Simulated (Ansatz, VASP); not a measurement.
**One calculation of HC6, two programs**

```
C H
1.0
     4.93269    0.00000    0.00000
     0.00000    8.52230    0.00000
     0.00000    0.00000   22.94161
C H
12 2
Direct
  0.00000 0.00000 0.17436
  0.50000 0.00000 0.17436
  0.25000 0.00000 0.20539
  0.75000 0.00000 0.20539
  0.25000 0.00000 0.26746
  0.75000 0.00000 0.26746
  0.00000 0.00000 0.29771
  0.50000 0.00000 0.29771
  0.00000 0.00000 0.36262
  0.50000 0.00000 0.36262
  0.25000 0.00000 0.38976
  0.75000 0.00000 0.38976
  0.15685 0.00000 0.54668
  0.34315 0.00000 0.54668
```

Alike in both runs: task single point; functional PBE; k mesh 6 × 3 × 1; occupations gaussian, width 0.1 eV; no spin polarisation.

|  | VASP | Ansatz |
| --- | --- | --- |
| version | VASP 6.6.1 | Ansatz 0.2.0 |
| potentials or method | VASP PAW PBE potentials, release 64 (C, H), cutoff 520 eV | scalar-relativistic, plane waves, PAW |
| valence electrons in the cell | 50 | 50 |

Ansatz gave:

| Quantity | Value |
| --- | --- |
| gap on the k mesh at the Fermi level (eV) | 0.09 |
| least direct gap on the mesh (eV) | 0.09 |
| rms of the force components (eV/Å) | 1.171 |

Estimate VASP's values.

gap on the k mesh at the Fermi level (eV): 0.09; least direct gap on the mesh (eV): 0.09; rms of the force components (eV/Å): 1.166.

Atom by atom the forces differ by 0.015 eV/Å (rms over components). With one functional, cell and mesh, what is left measures potentials, basis and numerics. Ansatz's warnings: xc potential rough in thin density.
